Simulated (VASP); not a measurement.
The system is Si.

```
Si
1.0
     0.00000    2.66768    2.66768
     2.66768    0.00000    2.66768
     2.66768    2.66768    0.00000
Si
2
Cartesian
  0.0000 0.0000 0.0000
  1.3338 1.3338 1.3338
```

This cell differs from its parent crystal: strain -2.0%.

Base run:

```yaml
Program: VASP 6.6.1
Functional: r2SCAN
Potentials_or_basis: VASP PAW PBE potentials, release 64 (Si)
Cutoff: 520 eV
k_mesh: 8 × 8 × 8
Occupations: gaussian, width 0.01 eV
Spin: no spin polarisation
```

Its results: band gap on the k mesh 0.73 eV, indirect (least direct gap 2.78 eV).

Task: After a change of settings the same cell gave: band gap on the k mesh 0.81 eV, indirect (least direct gap 2.78 eV). Which change was it?
A. functional from r2SCAN to PBE; occupations from gaussian, width 0.01 eV to fermi-dirac, width 0.02 eV
B. functional from r2SCAN to PBE; k mesh from 8 × 8 × 8 to 4 × 4 × 4
C. k mesh from 8 × 8 × 8 to 6 × 6 × 6; further incar settings from ALGO = Normal; EDIFF = 1e-06; NBANDS = 11 to ALGO = Normal; EDIFF = 1e-08

Result: C.
